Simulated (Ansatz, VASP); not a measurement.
# Two plane-wave programs on TiB

File INCAR:

```
PREC = Accurate
ENCUT = 520
EDIFF = 1E-7
ISMEAR = -1
SIGMA = 0.15
LREAL = False
LASPH = True
NELM = 100
ALGO = Normal
ISIF = 2
LWAVE = False
LCHARG = False
NBANDS = 14
```

File KPOINTS:

```
regular mesh
0
Gamma
  16 16 16
```

POSCAR

```
TiB
1.0
    0.0000000000      2.4155709279      2.4155709279
    2.4155709279      0.0000000000      2.4155709279
    2.4155709279      2.4155709279      0.0000000000
Ti B
1 1
Direct
    0.7500000000      0.7500000000      0.7500000000
    0.0000000000      0.0000000000      0.0000000000
```

Input for Ansatz:

```yaml
crystal:
  lattice:
    - [0.0, 2.4155709279, 2.4155709279]
    - [2.4155709279, 0.0, 2.4155709279]
    - [2.4155709279, 2.4155709279, 0.0]
  atoms:
    - { symbol: Ti, position: [0.75, 0.75, 0.75] }
    - { symbol: B, position: [0.0, 0.0, 0.0] }
basis:
  ecutwfc: 420
kpoints:
  mp_grid: { grid: [16, 16, 16] }
hamiltonian:
  xc: lda
scf:
  occupations: { method: fermi_dirac, width: 0.15 }
output:
  forces: true
  stress: true
  eigenvalues: true
```

Alike in both runs: task single point; functional LDA; k mesh 16 × 16 × 16; occupations fermi-dirac, width 0.15 eV; no spin polarisation.

```csv
,VASP,Ansatz
version,VASP 6.6.1,Ansatz 0.2.0
potentials or method,"VASP PAW LDA potentials, release 64 (Ti_sv, B), cutoff 520 eV","scalar-relativistic, plane waves, PAW"
valence electrons in the cell,15,15
```

|  | VASP | Ansatz | Ansatz less VASP |
| --- | --- | --- | --- |
| gap on the k mesh at the Fermi level (eV) | none | none | - |
| pressure (GPa) | 2.5 | 2.4 | -0.17 |

LDA's correlation is that of Perdew and Zunger in VASP and of Perdew and Wang (1992) in Ansatz. A gap of «none» marks a metal or a gap that the smearing closes.
